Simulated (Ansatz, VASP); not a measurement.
**Si: VASP beside Ansatz**

```
Si
1.0
     2.54175    0.00000    0.00000
     0.00000    2.54175    0.00000
     0.00000    0.00000    2.54175
Si
1
Cartesian
  0.0000 0.0000 0.0000
```

Alike in both runs: task single point; functional RPBE; k mesh 14 × 14 × 14; occupations fermi-dirac, width 0.1 eV; no spin polarisation.

|  | VASP | Ansatz |
| --- | --- | --- |
| version | VASP 6.6.1 | Ansatz 0.2.0 |
| potentials or method | VASP PAW PBE potentials, release 64 (Si), cutoff 520 eV | plane waves (420 eV) with PAW, scalar-relativistic |
| valence electrons in the cell | 4 | 4 |

Ansatz gave:

| Item | Value |
| --- | --- |
| pressure (GPa) | 0.4 |

Which values does VASP return?

Pressure (GPa): 0.1.

VASP's potentials were made for PBE, not for RPBE. With one functional, cell and mesh, what is left measures potentials, basis and numerics.
